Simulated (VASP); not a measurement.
# K (P6/mmm) in VASP: further runs

K is run at these levels: PBEsol; tasks: single point.

Everything below comes from runs of VASP 6.6.1. Logs are shortened: lines on timing, memory, paths and dates and some standing lists are left out, and cuts for length are marked.

### Step 1. The cell of the first run

Symmetry: P6/mmm, No. 191, hexagonal system. Conventional cell: a = 7.366 Å, b = 7.366 Å, c = 4.380 Å, α = 90.00°, β = 90.00°, γ = 120.00°. Within 5.7 Å of K (site symmetry 6/mmm) lie 14 K at 4.38 to 4.78 Å. K (site symmetry -6m2) has 11 K at 4.25 to 4.78 Å within 5.6 Å.

This isn't the form of K at room conditions, which is bcc.

### Step 2. Single point, PBEsol (68.59 Å³/atom)

INCAR reads:

```
PREC = Accurate ; ENCUT = 520
EDIFF = 1E-7 ; ISMEAR = -1
SIGMA = 0.1 ; LREAL = F
LASPH = T ; NELM = 60
ALGO = Normal ; ISIF = 2
LWAVE = F ; LCHARG = F
GGA = PS ; NBANDS = 20
```

KPOINTS reads:

```
regular mesh
0
Gamma
  6 6 8
```

POSCAR reads:

```
K
1.0
    7.3655796801      0.0000000000      0.0000000000
   -3.6827898401      6.3787791165      0.0000000000
    0.0000000000      0.0000000000      4.3795251489
K
3
Direct
    0.0000000000      1.0000000000      1.0000000000
    0.3333333333      0.6666666667      0.5000000000
    0.6666666667      0.3333333333      0.5000000000
```

Potentials or basis: VASP PAW PBE potentials, release 64 (K_sv).

The run is started by

```console
$ cat potpaw_PBE.64/K_sv/POTCAR > POTCAR
$ mpirun -np 1 vasp_std > vasp.out
```

OUTCAR:

```text
PREC = Accurate
   ENCUT = 520
   EDIFF = 1E-7
   ISMEAR = -1
   LREAL = F
   LASPH = T
   NELM = 60
   ISIF = 2
   GGA = PS

 ion  position               nearest neighbor table
   1  0.000  0.000  0.000-
   2  0.333  0.667  0.500-
   3  0.667  0.333  0.500-

  LATTYP: Found a hexagonal cell.
 ALAT       =     7.3655796801
 C/A-ratio  =     0.5945934114

  Lattice vectors:

 A1 = (   7.3655796801,   0.0000000000,   0.0000000000)
 A2 = (  -3.6827898401,   6.3787791165,   0.0000000000)
 A3 = (   0.0000000000,   0.0000000000,   4.3795251489)

Analysis of symmetry for initial positions (statically):
=====================================================================
 Subroutine PRICEL returns:
 Original cell was already a primitive cell.

 Routine SETGRP: Setting up the symmetry group for a
 hexagonal supercell.

 Subroutine GETGRP returns: Found 24 space group operations
 (whereof 24 operations were pure point group operations)
 out of a pool of 24 trial point group operations.

The static configuration has the point symmetry D_6h.

Analysis of symmetry for dynamics (positions and initial velocities):
=====================================================================
 Subroutine PRICEL returns:
 Original cell was already a primitive cell.

 Routine SETGRP: Setting up the symmetry group for a
 hexagonal supercell.

 Subroutine GETGRP returns: Found 24 space group operations
 (whereof 24 operations were pure point group operations)
 out of a pool of 24 trial point group operations.

The dynamic configuration has the point symmetry D_6h.

 Subroutine INISYM returns: Found 24 space group operations
 (whereof 24 operations are pure point group operations),
 and found     1 'primitive' translations

----------------------------------------------------------------------------------------

                                     Primitive cell

  volume of cell :     205.7650

  direct lattice vectors                    reciprocal lattice vectors
     7.365579680  0.000000000  0.000000000     0.135766639  0.078384906  0.000000000
    -3.682789840  6.378779116  0.000000000     0.000000000  0.156769812  0.000000000
     0.000000000  0.000000000  4.379525149     0.000000000  0.000000000  0.228335257
[... 79 lines left out ...]
   ICHARG =      2    charge: 1-file 2-atom 10-const
   ISPIN  =      1    spin polarized calculation?
   LNONCOLLINEAR =      F non collinear calculations
   LSORBIT =      F    spin-orbit coupling
   LASPH  =      T    aspherical Exc in radial PAW
   ENCUT  =  520.0 eV  38.22 Ry    6.18 a.u.  13.70 13.70  8.14*2*pi/ulx,y,z
   NELM   =     60;   NELMIN=  2; NELMDL= -5     # of ELM steps
   EDIFF  = 0.1E-06   stopping-criterion for ELM
   LREAL  =      F    real-space projection
   EDIFFG = 0.1E-05   stopping-criterion for IOM
   NSW    =      0    number of steps for IOM
   IBRION =     -1    ionic relax: 0-MD 1-quasi-New 2-CG
   NFREE  =      0    steps in history (QN), initial steepest desc. (CG)
   ISIF   =      2    stress and relaxation
   ISYM   =      2    0-nonsym 1-usesym 2-fastsym
   POTIM  = 0.5000    time-step for ionic-motion
   TEBEG  =    0.0;   TEEND  =   0.0 temperature during run
   PSTRESS=    0.0 pullay stress
   NELECT =      27.0000    total number of electrons
   NUPDOWN=      -1.0000    fix difference up-down
   EMIN   =  10.00;   EMAX   =-10.00  energy-range for DOS
   EFERMI =   0.00;   METHOD = LEGACY
   ISMEAR =    -1;   SIGMA  =   0.10  broadening in eV -4-tet -1-fermi 0-gaus
   EFERMI_NEDOS =   21; number of points for ismear=-14 and -15
   IALGO  =     38    algorithm
   IMIX   =      4    mixing-type and parameters
     AMIX     =   0.40;   BMIX     =  1.00
     AMIX_MAG =   1.60;   BMIX_MAG =  1.00
  volume/ion in A,a.u.               =      68.59       462.86
  Fermi-wavevector in a.u.,A,eV,Ry     =   0.831902  1.572067  9.416064  0.692061
  Thomas-Fermi vector in A             =   1.944867
   LORBIT       =      0    0 simple, 1 ext, 2 COOP (PROOUT), +10 PAW based schemes
   GGA     = PS    functional components
   LHFCALC =     F    Hartree Fock is set to
   AEXX    =    0.0000 exact exchange contribution
   IVDW    =     0    specifies the selected vdW correction
   LEPSILON=     F    determine dielectric tensor
   LRPA    =     F    only Hartree local field effects (RPA)
 non-spin polarized calculation
  energy-cutoff  :      520.00
  volume of cell :      205.77
 maximum number of plane-waves:      5620
 NGX is ok and might be reduce to    56
   NGX = 27   NGY = 27   NGZ = 17

 number of electron      27.0000002 magnetization

 Free energy of the ion-electron system (eV)
  ---------------------------------------------------
  ext. energy  EPLUGINS =         0.00000000
  ---------------------------------------------------
  free energy    TOTEN  =        -3.40325516 eV

  energy without entropy =       -3.32591003  energy(sigma->0) =       -3.36458260

 E-fermi :  -0.0075     XC(G=0):  -5.8724

 val. band max:       -0.0084170368   @ k =   0.1667   0.1667   0.0000
 cond. band min:       0.0618683607   @ k =   0.1667   0.1667   0.5000
 fundamental gap:      0.0702853975
 Fermi energy:        -0.0074929189

 k-point     1 :       0.0000    0.0000    0.0000
  band No.  band energies     occupation
      1     -32.0074      2.00000
      2     -31.9998      2.00000
      3     -31.9047      2.00000
      4     -15.5870      2.00000
      5     -15.5870      2.00000
      6     -15.5282      2.00000
[... 541 lines left out ...]
     19       2.2460      0.00000
     20       3.1353      0.00000

 [... further k-points ...]

------------------------ aborting loop because EDIFF is reached ----------------------------------------

  FORCE on cell =-STRESS in cart. coord.  units (eV):
  Direction    XX          YY          ZZ          XY          YZ          ZX
  --------------------------------------------------------------------------------------
  -------------------------------------------------------------------------------------
  Total        0.1962218      0.1962218      0.2149856     -0.0000000      0.0000000      0.0000000
  in kB        1.5278694      1.5278694      1.6739726     -0.0000000      0.0000000      0.0000000
  external PRESSURE =       1.5765705 kB  Pullay stress =       0.0000000 kB

 VOLUME and BASIS-vectors are now :
 -----------------------------------------------------------------------------
  energy-cutoff  :      520.00
  volume of cell :      205.77
      direct lattice vectors                 reciprocal lattice vectors
     7.365579680  0.000000000  0.000000000     0.135766639  0.078384906  0.000000000
    -3.682789840  6.378779116  0.000000000     0.000000000  0.156769812  0.000000000
     0.000000000  0.000000000  4.379525149     0.000000000  0.000000000  0.228335257

 POSITION                                       TOTAL-FORCE (eV/Angst)
 -----------------------------------------------------------------------------------
      0.00000      0.00000      0.00000         0.000000      0.000000      0.000000
     -0.00000      4.25252      2.18976        -0.000000      0.000000      0.000000
      3.68279      2.12626      2.18976         0.000000     -0.000000     -0.000000
 -----------------------------------------------------------------------------------
    total drift:                                0.000000     -0.000000      0.000000

  FREE ENERGIE OF THE ION-ELECTRON SYSTEM (eV)
  ---------------------------------------------------
  free  energy   TOTEN  =        -3.4032551628 eV

  energy  without entropy=       -3.3259100327  energy(sigma->0) =       -3.36458260
```

OSZICAR:

```text
N       E                     dE             d eps       ncg     rms          rms(c)
DAV:   1     0.192606621347E+03    0.19261E+03   -0.11104E+04  1400   0.108E+03
DAV:   2     0.107398389275E+02   -0.18187E+03   -0.17880E+03  1564   0.307E+02
DAV:   3    -0.265897413966E+01   -0.13399E+02   -0.13319E+02  2272   0.660E+01
DAV:   4    -0.338884886462E+01   -0.72987E+00   -0.72625E+00  1992   0.129E+01
DAV:   5    -0.341157419097E+01   -0.22725E-01   -0.22721E-01  2088   0.222E+00    0.369E+00
DAV:   6    -0.340491298843E+01    0.66612E-02   -0.15385E-02  2108   0.798E-01    0.238E+00
DAV:   7    -0.340328521182E+01    0.16278E-02   -0.21668E-02  2124   0.833E-01    0.184E-01
DAV:   8    -0.340322429328E+01    0.60919E-04   -0.26586E-03  1972   0.415E-01    0.621E-02
DAV:   9    -0.340324745740E+01   -0.23164E-04   -0.10232E-04  2096   0.443E-02    0.283E-02
DAV:  10    -0.340325517518E+01   -0.77178E-05   -0.19680E-05  1944   0.284E-02    0.521E-03
DAV:  11    -0.340325579277E+01   -0.61759E-06   -0.97629E-07  1884   0.904E-03    0.271E-03
DAV:  12    -0.340325508422E+01    0.70855E-06   -0.10498E-07  1264   0.229E-03    0.234E-04
DAV:  13    -0.340325516278E+01   -0.78560E-07   -0.12865E-08  1080   0.912E-04
   1 F= -.34032552E+01 E0= -.33645826E+01  d E =-.773451E-01
```

Wall time 93 s (1 thread of Intel Xeon Platinum 8488C (Sapphire Rapids), shared host); peak memory 0.36 GiB.

Results:

* Free energy: -3.4033 eV
* Pressure: 0.2 GPa
* Band gap on the k mesh: zero (an odd number of electrons rules out a gap without spin polarisation)

Caveat: the PAW data sets were made with another functional, which shifts forces and pressure a little.

### Step 3. Single point, PBEsol (71.45 Å³/atom)

This run uses another cell than the first one, of 71.45 Å³/atom.

INCAR reads:

```
ALGO = Normal
EDIFF = 1E-6
ENCUT = 520
GGA = PS
ISIF = 2
ISMEAR = -1
LASPH = T
LCHARG = F
LREAL = F
LWAVE = F
NBANDS = 20
NELM = 60
PREC = Accurate
SIGMA = 0.1
```

KPOINTS reads:

```
k-points
0
Gamma
  6 6 8
```

POSCAR reads:

```
K
1.0
    7.4664905715      0.0000000000      0.0000000000
   -3.7332452858      6.4661705120      0.0000000000
    0.0000000000      0.0000000000      4.4395261000
K
3
Direct
    0.0000000000      1.0000000000      1.0000000000
    0.3333333333      0.6666666667      0.5000000000
    0.6666666667      0.3333333333      0.5000000000
```

Potentials or basis: VASP PAW PBE potentials, release 64 (K_sv).

The run is started by

```console
$ cat potpaw_PBE.64/K_sv/POTCAR > POTCAR
$ mpirun -np 1 vasp_std > vasp.out
```

It took 83 s on 1 thread of Intel Xeon Platinum 8488C (Sapphire Rapids), shared host; peak memory 0.36 GiB.

It converged, with:

- Free energy: -3.4080 eV
- Pressure: 0.0 GPa
- Band gap on the k mesh: zero (an odd number of electrons rules out a gap without spin polarisation)

Levels at points of the mesh, in eV from the Fermi level:
```
           k point  band 10  band 11  band 12  band 13  band 14  band 15  band 16  band 17
(0.00, 0.00, 0.00)   -15.46   -15.46   -15.44    -2.20     1.15     1.15     1.15     1.15
(0.50, 0.00, 0.00)   -15.47   -15.46   -15.45    -1.20    -1.20     0.40     0.65     2.70
(0.00, 0.00, 0.50)   -15.51   -15.46   -15.46    -0.24    -0.12     1.78     1.78     1.89
(0.50, 0.00, 0.50)   -15.50   -15.46   -15.46     0.51     0.55     0.68     0.73     1.54
```

Caveat: the PAW data sets were made with another functional, which shifts forces and pressure a little.

### Step 4. Single point, PBEsol (74.30 Å³/atom)

This run uses another cell than the first one, of 74.30 Å³/atom.

INCAR reads:

```
SYSTEM = K
ALGO = Normal
EDIFF = 1E-6
ENCUT = 520
GGA = PS
ISIF = 2
ISMEAR = -1
LASPH = .True.
LCHARG = .False.
LREAL = .False.
LWAVE = .False.
NBANDS = 20
NELM = 60
PREC = Accurate
SIGMA = 0.1
```

KPOINTS reads:

```
k-points
0
Gamma
  6 6 8
  0 0 0
```

POSCAR reads:

```
K
1.0
    7.5647451360      0.0000000000      0.0000000000
   -3.7823725680      6.5512614609      0.0000000000
    0.0000000000      0.0000000000      4.4979476168
K
3
Direct
    0.0000000000      1.0000000000      1.0000000000
    0.3333333333      0.6666666667      0.5000000000
    0.6666666667      0.3333333333      0.5000000000
```

The run is started by

```console
$ cat potpaw_PBE.64/K_sv/POTCAR > POTCAR
$ mpirun -np 1 vasp_std > vasp.out
```

It took 83 s on 1 thread of Intel Xeon Platinum 8488C (Sapphire Rapids), shared host; peak memory 0.38 GiB.

Results (log left out):

```yaml
Free_energy: -3.4050 eV
Pressure: -0.1 GPa
Band_gap_on_the_k_mesh: zero (an odd number of electrons rules out a gap without spin polarisation)
```

Levels at points of the mesh, in eV from the Fermi level:
```tsv
k point	band 11	band 12	band 13	band 14	band 15	band 16
(0.00, 0.00, 0.00)	-15.49	-15.47	-2.15	1.13	1.13	1.14
(0.50, 0.00, 0.00)	-15.49	-15.48	-1.18	-1.18	0.40	0.63
(0.00, 0.00, 0.50)	-15.49	-15.49	-0.24	-0.12	1.80	1.80
(0.50, 0.00, 0.50)	-15.49	-15.49	0.51	0.54	0.67	0.70
```

Caveat: the PAW data sets were made with another functional, which shifts forces and pressure a little.

### Step 5. Single point, PBEsol (77.16 Å³/atom)

This run uses another cell than the first one, of 77.16 Å³/atom.

INCAR reads:

```
  PREC = Accurate
  ENCUT = 520
  EDIFF = 1E-7
  ISMEAR = -1
  SIGMA = 0.1
  LREAL = False
  LASPH = True
  NELM = 80
  ALGO = Normal
  ISIF = 2
  LWAVE = False
  LCHARG = False
  GGA = PS
  NBANDS = 20
```

KPOINTS reads:

```
regular mesh
0
Gamma
  6 6 8
```

POSCAR reads:

```
K
1.0
    7.6605115700      0.0000000000      0.0000000000
   -3.8302557850      6.6341976256      0.0000000000
    0.0000000000      0.0000000000      4.5548897074
K
3
Direct
    0.0000000000      1.0000000000      1.0000000000
    0.3333333333      0.6666666667      0.5000000000
    0.6666666667      0.3333333333      0.5000000000
```

Potentials or basis: VASP PAW PBE potentials, release 64 (K_sv).

The run is started by

```console
$ cat potpaw_PBE.64/K_sv/POTCAR > POTCAR
$ mpirun -np 1 vasp_std > vasp.out
```

OUTCAR:

```text
PREC = Accurate
   ENCUT = 520
   EDIFF = 1E-7
   ISMEAR = -1
   LREAL = False
   LASPH = True
   NELM = 80
   ISIF = 2
   GGA = PS

 ion  position               nearest neighbor table
   1  0.000  0.000  0.000-
   2  0.333  0.667  0.500-
   3  0.667  0.333  0.500-

  LATTYP: Found a hexagonal cell.
 ALAT       =     7.6605115700
 C/A-ratio  =     0.5945934114

  Lattice vectors:

[... 738 lines left out ...]

 [... further k-points ...]

------------------------ aborting loop because EDIFF is reached ----------------------------------------

  FORCE on cell =-STRESS in cart. coord.  units (eV):
  Direction    XX          YY          ZZ          XY          YZ          ZX
  --------------------------------------------------------------------------------------
  -------------------------------------------------------------------------------------
  Total       -0.3628076     -0.3628076     -0.3233863      0.0000000      0.0000000      0.0000000
  in kB       -2.5110940     -2.5110940     -2.2382479      0.0000000      0.0000000      0.0000000
  external PRESSURE =      -2.4201453 kB  Pullay stress =       0.0000000 kB

 VOLUME and BASIS-vectors are now :
 -----------------------------------------------------------------------------
  energy-cutoff  :      520.00
  volume of cell :      231.49
      direct lattice vectors                 reciprocal lattice vectors
     7.660511570  0.000000000  0.000000000     0.130539585  0.075367064  0.000000000
    -3.830255785  6.634197626  0.000000000     0.000000000  0.150734129  0.000000000
     0.000000000  0.000000000  4.554889707     0.000000000  0.000000000  0.219544284

 POSITION                                       TOTAL-FORCE (eV/Angst)
 -----------------------------------------------------------------------------------
      0.00000      0.00000      0.00000        -0.000000      0.000000      0.000000
     -0.00000      4.42280      2.27744        -0.000000      0.000000     -0.000000
      3.83026      2.21140      2.27744         0.000000      0.000000      0.000000
 -----------------------------------------------------------------------------------
    total drift:                                0.000000     -0.000000      0.000000

  FREE ENERGIE OF THE ION-ELECTRON SYSTEM (eV)
  ---------------------------------------------------
  free  energy   TOTEN  =        -3.3954994414 eV

  energy  without entropy=       -3.3142964483  energy(sigma->0) =       -3.35489794
```

OSZICAR:

```text
N       E                     dE             d eps       ncg     rms          rms(c)
DAV:   1     0.185544416664E+03    0.18554E+03   -0.10796E+04  1408   0.105E+03
DAV:   2     0.109602165204E+02   -0.17458E+03   -0.17158E+03  1528   0.301E+02
DAV:   3    -0.262245692831E+01   -0.13583E+02   -0.13507E+02  2240   0.659E+01
DAV:   4    -0.337906234502E+01   -0.75661E+00   -0.75334E+00  2040   0.130E+01
DAV:   5    -0.340062228872E+01   -0.21560E-01   -0.21557E-01  2032   0.208E+00    0.314E+00
DAV:   6    -0.339636465578E+01    0.42576E-02   -0.13749E-02  2136   0.726E-01    0.203E+00
DAV:   7    -0.339541608288E+01    0.94857E-03   -0.18669E-02  2032   0.751E-01    0.163E-01
DAV:   8    -0.339545904863E+01   -0.42966E-04   -0.20855E-03  1972   0.372E-01    0.509E-02
DAV:   9    -0.339549064446E+01   -0.31596E-04   -0.73045E-05  2032   0.419E-02    0.225E-02
DAV:  10    -0.339549963109E+01   -0.89866E-05   -0.22431E-05  1928   0.290E-02    0.469E-03
DAV:  11    -0.339550004277E+01   -0.41168E-06   -0.85724E-07  1788   0.842E-03    0.241E-03
DAV:  12    -0.339549939931E+01    0.64346E-06   -0.10022E-07  1252   0.206E-03    0.211E-04
DAV:  13    -0.339549944139E+01   -0.42081E-07   -0.97467E-09  1068   0.737E-04
   1 F= -.33954994E+01 E0= -.33548979E+01  d E =-.812030E-01
```

Wall time 1.7 min (1 thread of Intel Xeon Platinum 8488C (Sapphire Rapids), shared host); peak memory 0.4 GiB.

What came out:

* Free energy: -3.3955 eV
* Pressure: -0.2 GPa
* Band gap on the k mesh: zero (an odd number of electrons rules out a gap without spin polarisation)

Caveat: the PAW data sets were made with another functional, which shifts forces and pressure a little.

### Step 6. The runs side by side

```csv
cell,gap on the mesh (eV),pressure (GPa)
"a = 7.366, b = 7.366, c = 4.380 Å, angles 90.0, 90.0, 120.0°, 3 atoms",none,0.2
"a = 7.466, b = 7.466, c = 4.440 Å, angles 90.0, 90.0, 120.0°, 3 atoms",none,0.0
"a = 7.565, b = 7.565, c = 4.498 Å, angles 90.0, 90.0, 120.0°, 3 atoms",none,-0.1
"a = 7.661, b = 7.661, c = 4.555 Å, angles 90.0, 90.0, 120.0°, 3 atoms",none,-0.2
```

Alike in all rows: task single point; level PBEsol; potentials or basis VASP PAW PBE potentials, release 64 (K_sv); no spin polarisation; k mesh 6 × 6 × 8; cutoff (eV) 520; smearing fermi-dirac 0.1 eV.

Caveats: the PAW data sets were made with another functional, which shifts forces and pressure a little.

Absolute energies hang on the potentials; compare differences alone.
